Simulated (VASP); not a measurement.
# Si2SnB3 (Cmmm) in VASP: density of states with PBE

Aim: the density of states of Si2SnB3 with PBE.

Program: VASP 6.6.1. These are calculated values, not measurements. Logs are shortened: lines on timing, memory, paths and dates and some standing lists are left out, and cuts for length are marked.

## 1. The cell of the first run

The structure is orthorhombic, space group Cmmm (No. 65). Conventional cell: a = 5.313 Å, b = 9.593 Å, c = 2.945 Å, α = 90.00°, β = 90.00°, γ = 90.00°. Within 3.3 Å of Si (site symmetry 2/m) lie 6 B at 2.47 to 2.74 Å and 4 Si at 2.66 to 2.95 Å and 4 Sn at 3.11 Å. Sn (site symmetry mmm) has 8 B at 2.81 to 3.04 Å and 2 Sn at 2.95 Å and 8 Si at 3.11 Å within 3.7 Å. Within 2.3 Å of B (site symmetry m2m) lie 3 B at 1.74 to 1.85 Å. Within 2.3 Å of B (site symmetry mmm) lie 4 B at 1.74 Å.

## 2. Density of states, PBE

POSCAR

```
Si2SnB3
1.0
    2.6564204781     -4.7967435691      0.0000000000
    2.6564204781      4.7967435691      0.0000000000
    0.0000000000      0.0000000000      2.9450251799
Si Sn B
2 1 3
Direct
    0.5000000000      0.0000000000      0.5000000000
    0.0000000000      0.5000000000      0.5000000000
    0.0000000000      0.0000000000      0.0000000000
    0.5965398995      0.4034601005      0.0000000000
    0.4034601005      0.5965398995      0.0000000000
    0.5000000000      0.5000000000      0.5000000000
```

INCAR.step1

```
SYSTEM = Si2SnB3
  ALGO = Normal
  EDIFF = 1E-6
  ENCUT = 520
  GGA = PE
  ISIF = 2
  ISMEAR = 0
  LASPH = .TRUE.
  LCHARG = .TRUE.
  LREAL = .FALSE.
  LWAVE = .FALSE.
  NBANDS = 24
  NELM = 80
  PREC = Accurate
  SIGMA = 0.1
```

KPOINTS.step1

```
k-points
0
G
  8 8 12
  0 0 0
```

INCAR.step2

```
SYSTEM = Si2SnB3
  ALGO = Normal
  EDIFF = 1E-6
  ENCUT = 520
  GGA = PE
  ICHARG = 11
  ISIF = 2
  ISMEAR = -5
  LASPH = .TRUE.
  LCHARG = .FALSE.
  LORBIT = 10
  LREAL = .FALSE.
  LWAVE = .FALSE.
  NBANDS = 24
  NEDOS = 1001
  NELM = 80
  PREC = Accurate
  SIGMA = 0.1
```

KPOINTS.step2

```
k-points
0
G
  12 12 18
  0 0 0
```

Potentials or basis: VASP PAW PBE potentials, release 64 (Si, Sn_d, B).

Launch:

```
$ cat potpaw_PBE.64/Si/POTCAR potpaw_PBE.64/Sn_d/POTCAR potpaw_PBE.64/B/POTCAR > POTCAR
$ cp INCAR.step1 INCAR
$ cp KPOINTS.step1 KPOINTS
$ mpirun -np 1 vasp_std > vasp.out
$ cp INCAR.step2 INCAR
$ cp KPOINTS.step2 KPOINTS
$ mpirun -np 1 vasp_std > vasp.out
```

OUTCAR:

```text
SYSTEM = Si2SnB3
   EDIFF = 1E-6
   ENCUT = 520
   GGA = PE
   ICHARG = 11
   ISIF = 2
   ISMEAR = -5
   LASPH = .TRUE.
   LORBIT = 10
   LREAL = .FALSE.
   NELM = 80
   PREC = Accurate

 ion  position               nearest neighbor table
   1  0.500  0.000  0.500-   4 2.47   5 2.47   4 2.47   5 2.47   2 2.66   2 2.66   3 3.11   3 3.11
                             3 3.11   3 3.11
   2  0.000  0.500  0.500-   4 2.47   5 2.47   4 2.47   5 2.47   1 2.66   1 2.66   3 3.11   3 3.11
                             3 3.11   3 3.11
   3  0.000  0.000  0.000-   4 2.81   5 2.81   4 2.81   5 2.81   1 3.11   2 3.11   2 3.11   1 3.11
                             2 3.11   1 3.11   2 3.11   1 3.11
   4  0.597  0.403  0.000-   6 1.74   6 1.74   5 1.85   2 2.47   1 2.47   2 2.47   1 2.47   3 2.81
                             3 2.81
   5  0.403  0.597  0.000-   6 1.74   6 1.74   4 1.85   2 2.47   1 2.47   2 2.47   1 2.47   3 2.81
                             3 2.81
   6  0.500  0.500  0.500-   4 1.74   5 1.74   4 1.74   5 1.74

  LATTYP: Found a base centered orthorhombic cell.
 ALAT       =     5.3128409562
 B/A-ratio  =     1.8057169822
 C/A-ratio  =     0.5543221045

  Lattice vectors:

 A1 = (   2.6564204781,  -4.7967435691,   0.0000000000)
 A2 = (   2.6564204781,   4.7967435691,   0.0000000000)
 A3 = (   0.0000000000,   0.0000000000,   2.9450251799)

Analysis of symmetry for initial positions (statically):
=====================================================================
 Subroutine PRICEL returns:
 Original cell was already a primitive cell.

 Routine SETGRP: Setting up the symmetry group for a
 base centered orthorhombic supercell.

 Subroutine GETGRP returns: Found  8 space group operations
 (whereof  8 operations were pure point group operations)
 out of a pool of  8 trial point group operations.

The static configuration has the point symmetry D_2h.

Analysis of symmetry for dynamics (positions and initial velocities):
=====================================================================
 Subroutine PRICEL returns:
 Original cell was already a primitive cell.

 Routine SETGRP: Setting up the symmetry group for a
 base centered orthorhombic supercell.

 Subroutine GETGRP returns: Found  8 space group operations
 (whereof  8 operations were pure point group operations)
 out of a pool of  8 trial point group operations.

The dynamic configuration has the point symmetry D_2h.

 Subroutine INISYM returns: Found  8 space group operations
 (whereof  8 operations are pure point group operations),
 and found     1 'primitive' translations

----------------------------------------------------------------------------------------

                                     Primitive cell

  volume of cell :      75.0520

  direct lattice vectors                    reciprocal lattice vectors
     2.656420478 -4.796743569  0.000000000     0.188223214 -0.104237384  0.000000000
     2.656420478  4.796743569  0.000000000     0.188223214  0.104237384  0.000000000
     0.000000000  0.000000000  2.945025180     0.000000000  0.000000000  0.339555671

  length of vectors
     5.483185080  5.483185080  2.945025180     0.215159035  0.215159035  0.339555671

  position of ions in fractional coordinates (direct lattice)
     0.500000000  1.000000000  0.500000000
     1.000000000  0.500000000  0.500000000
     0.000000000  0.000000000  0.000000000
     0.596539900  0.403460100  0.000000000
     0.403460100  0.596539900  0.000000000
     0.500000000  0.500000000  0.500000000

  ion indices of the primitive-cell ions
   primitive index   ion index
                 1           1
                 2           2
                 3           3
                 4           4
                 5           5
                 6           6

----------------------------------------------------------------------------------------

 KPOINTS: k-points

Automatic generation of k-mesh.
 Grid dimensions read from file:
 generate k-points for:   12   12   18

 Generating k-lattice:

  Cartesian coordinates                     Fractional coordinates (reciprocal lattice)
     0.015685268 -0.008686449  0.000000000     0.083333333 -0.000000000  0.000000000
     0.015685268  0.008686449  0.000000000    -0.000000000  0.083333333  0.000000000
     0.000000000  0.000000000  0.018864204     0.000000000  0.000000000  0.055555556

  Length of vectors
     0.017929920  0.017929920  0.018864204

  Shift w.r.t. Gamma in fractional coordinates (k-lattice)
     0.000000000  0.000000000  0.000000000

 TETIRR: Found   3888 inequivalent tetrahedra from    15552

 Subroutine IBZKPT returns following result:
 ===========================================

 Found    430 irreducible k-points:

 Following reciprocal coordinates:
            Coordinates               Weight
  0.000000  0.000000  0.000000      1.000000
  0.083333 -0.000000  0.000000      4.000000
  0.166667  0.000000  0.000000      4.000000
  0.250000  0.000000  0.000000      4.000000
  0.333333  0.000000  0.000000      4.000000
  0.416667  0.000000  0.000000      4.000000
[... 16 lines left out ...]
  0.500000  0.166667  0.000000      4.000000
 -0.416667  0.166667  0.000000      4.000000
 [... further k-points ...]
   k-points           NKPTS =    430   k-points in BZ     NKDIM =    430   number of bands    NBANDS=     24
   number of dos      NEDOS =   1001   number of ions     NIONS =      6
   total plane-waves  NPLWV =  42336
   dimension x,y,z NGX =    42 NGY =   42 NGZ =   24
   dimension x,y,z NGXF=    84 NGYF=   84 NGZF=   48
   ions per type =               2   1   3
   NGX,Y,Z   is equivalent  to a cutoff of  12.73, 12.73, 13.55 a.u.
   NGXF,Y,Z  is equivalent  to a cutoff of  25.47, 25.47, 27.10 a.u.
 SYSTEM =  Si2SnB3
   PREC   = accura    normal or accurate (medium, high low for compatibility)
   ISTART =      0    job   : 0-new  1-cont  2-samecut
   ICHARG =     11    charge: 1-file 2-atom 10-const
   ISPIN  =      1    spin polarized calculation?
   LNONCOLLINEAR =      F non collinear calculations
   LSORBIT =      F    spin-orbit coupling
   LASPH  =      T    aspherical Exc in radial PAW
   ENCUT  =  520.0 eV  38.22 Ry    6.18 a.u.  10.20 10.20  5.48*2*pi/ulx,y,z
   NELM   =     80;   NELMIN=  2; NELMDL=  0     # of ELM steps
   EDIFF  = 0.1E-05   stopping-criterion for ELM
   LREAL  =      F    real-space projection
   EDIFFG = 0.1E-04   stopping-criterion for IOM
   NSW    =      0    number of steps for IOM
   IBRION =     -1    ionic relax: 0-MD 1-quasi-New 2-CG
   NFREE  =      0    steps in history (QN), initial steepest desc. (CG)
   ISIF   =      2    stress and relaxation
   ISYM   =      2    0-nonsym 1-usesym 2-fastsym
   POTIM  = 0.5000    time-step for ionic-motion
   TEBEG  =    0.0;   TEEND  =   0.0 temperature during run
   PSTRESS=    0.0 pullay stress
   NELECT =      31.0000    total number of electrons
   NUPDOWN=      -1.0000    fix difference up-down
   EMIN   =  10.00;   EMAX   =-10.00  energy-range for DOS
   EFERMI =   0.00;   METHOD = LEGACY
   ISMEAR =    -5;   SIGMA  =   0.10  broadening in eV -4-tet -1-fermi 0-gaus
   EFERMI_NEDOS =   21; number of points for ismear=-14 and -15
   IALGO  =     38    algorithm
   IMIX   =      4    mixing-type and parameters
     AMIX     =   0.40;   BMIX     =  1.00
     AMIX_MAG =   1.60;   BMIX_MAG =  1.00
  volume/ion in A,a.u.               =      12.51        84.41
  Fermi-wavevector in a.u.,A,eV,Ry     =   1.219199  2.303952 20.224330  1.486446
  Thomas-Fermi vector in A             =   2.354459
   LORBIT       =     10    0 simple, 1 ext, 2 COOP (PROOUT), +10 PAW based schemes
   GGA     = PE    functional components
   LHFCALC =     F    Hartree Fock is set to
   AEXX    =    0.0000 exact exchange contribution
   IVDW    =     0    specifies the selected vdW correction
   LEPSILON=     F    determine dielectric tensor
   LRPA    =     F    only Hartree local field effects (RPA)
 non-spin polarized calculation
 Fermi weights with tetrahedron method with Bloechl corrections
  energy-cutoff  :      520.00
  volume of cell :       75.05
 maximum number of plane-waves:      2043
 NGX is ok and might be reduce to    42

 number of electron      30.9999995 magnetization

 Free energy of the ion-electron system (eV)
  ---------------------------------------------------
  ext. energy  EPLUGINS =         0.00000000
  ---------------------------------------------------
  free energy    TOTEN  =       -30.55247585 eV

  energy without entropy =      -30.55247585  energy(sigma->0) =      -30.55247585

 E-fermi :   9.0627     XC(G=0): -11.3386

 val. band max:        9.1600701634   @ k =   0.5000   0.0833   0.5000
 cond. band min:       8.8631207410   @ k =   0.5000   0.3333   0.1111
 fundamental gap:     -0.2969494224
 Fermi energy:         9.0627308669

 k-point     1 :       0.0000    0.0000    0.0000
  band No.  band energies     occupation
      1     -12.8644      2.00000
      2     -12.6299      2.00000
      3     -12.6272      2.00000
      4     -12.5193      2.00000
      5     -12.4928      2.00000
      6      -5.5278      2.00000
[... 16 lines left out ...]
     23      15.8160      0.00000
     24      16.2753      0.00000

 k-point     2 :       0.0833   -0.0000    0.0000
  band No.  band energies     occupation
      1     -12.8643      2.00000
      2     -12.6295      2.00000
      3     -12.6272      2.00000
      4     -12.5194      2.00000
      5     -12.4928      2.00000
      6      -5.4918      2.00000
[... 16 lines left out ...]
     23      15.7667      0.00000
     24      16.2193      0.00000
[... 565 lines left out ...]
     23      15.1020      0.00000
     24      15.1509      0.00000

 k-point    24 :      -0.4167    0.1667    0.0000
  band No.  band energies     occupation
      1     -12.8633      2.00000
      2     -12.6279      2.00000
      3     -12.6254      2.00000
      4     -12.5196      2.00000
      5     -12.4929      2.00000
      6      -4.9249      2.00000
[... 16 lines left out ...]
     23      15.0156      0.00000
     24      15.2911      0.00000

 [... further k-points ...]
[... 5 lines left out ...]
  --------------------------------------------------------------------------------------
  -------------------------------------------------------------------------------------
  Total       -0.8818726      0.1896934     -0.0012239      0.0000000      0.0000000      0.0000000
  in kB      -18.8258277      4.0494915     -0.0261264      0.0000000      0.0000000      0.0000000
  external PRESSURE =      -4.9341542 kB  Pullay stress =       0.0000000 kB

 VOLUME and BASIS-vectors are now :
 -----------------------------------------------------------------------------
  energy-cutoff  :      520.00
  volume of cell :       75.05
      direct lattice vectors                 reciprocal lattice vectors
     2.656420478 -4.796743569  0.000000000     0.188223214 -0.104237384  0.000000000
     2.656420478  4.796743569  0.000000000     0.188223214  0.104237384  0.000000000
     0.000000000  0.000000000  2.945025180     0.000000000  0.000000000  0.339555671

 POSITION                                       TOTAL-FORCE (eV/Angst)
 -----------------------------------------------------------------------------------
      1.32821     -2.39837      1.47251        -0.000000      0.000000      0.000000
      1.32821      2.39837      1.47251        -0.000000      0.000000      0.000000
      0.00000      0.00000      0.00000         0.000000      0.000000      0.000000
      2.65642     -0.92615      0.00000        -0.000000     -0.013786      0.000000
      2.65642      0.92615      0.00000        -0.000000      0.013786     -0.000000
      2.65642      0.00000      1.47251        -0.000000      0.000000      0.000000
 -----------------------------------------------------------------------------------
    total drift:                               -0.000000     -0.000000     -0.000000

  FREE ENERGIE OF THE ION-ELECTRON SYSTEM (eV)
  ---------------------------------------------------
  free  energy   TOTEN  =       -30.5524758545 eV

  energy  without entropy=      -30.5524758545  energy(sigma->0) =      -30.55247585

 total charge

# of ion       s       p       d       tot
------------------------------------------
    1        0.865   0.638   0.000   1.503
    2        0.865   0.638   0.000   1.503
    3        1.304   0.902  10.045  12.250
    4        0.686   1.120   0.000   1.806
    5        0.686   1.120   0.000   1.806
    6        0.704   1.235   0.000   1.939
--------------------------------------------------
tot          5.110   5.652  10.045  20.806
```

It took 6.8 min on 1 thread of AMD EPYC 9R45 (Zen 5), shared host; peak memory 0.72 GiB.

Results:

```
Valence electrons inside the program's atomic spheres : Si 1.50; Sn 12.25; B 1.81, 1.94
```

Caveat: spin-orbit coupling is left out, which moves the levels of the heavy elements; tetrahedron occupations give inexact forces and stress in metals.
